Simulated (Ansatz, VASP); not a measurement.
# TePb: VASP beside Ansatz

```xyz
2
Lattice="0.0000 3.8589 3.6415 3.8589 0.0000 3.6415 3.8589 3.8589 0.0000" Properties=species:S:1:pos:R:3 pbc="T T T"
Pb    0.0000    0.0000    0.0000
Te    1.9294    1.9294    1.8207
```

Change from the starting cell: biaxial_xy strain +6.0%.

Alike in both runs: task single point; functional PBE; k mesh 6 × 6 × 6; occupations fermi-dirac, width 0.02 eV; no spin polarisation.

|  | VASP | Ansatz |
| --- | --- | --- |
| version | VASP 6.6.1 | Ansatz 0.2.0 |
| potentials or method | VASP PAW PBE potentials, release 64 (Pb_d, Te) | plane waves, PAW |
| plane-wave cutoff (eV) | 500 | 420 |
| valence electrons in the cell | 20 | 30 |

VASP gave:

```
gap on the k mesh at the Fermi level (eV)                     : 0.77
pressure (GPa)                                                : -2.0
traceless stress, the component that is largest in VASP (GPa) : 0.26
```

Problem. What did Ansatz give for the same quantities?

Solution. gap on the k mesh at the Fermi level (eV): 0.77; pressure (GPa): -1.9; traceless stress, the component that is largest in VASP (GPa): 0.26.

The functional is the same, so the differences come from potentials, cutoffs and numerics. VASP's potentials hold 20 valence electrons a cell and Ansatz's 30, so a difference there can come from the potentials and not from the codes.

Spin-orbit coupling is off throughout.
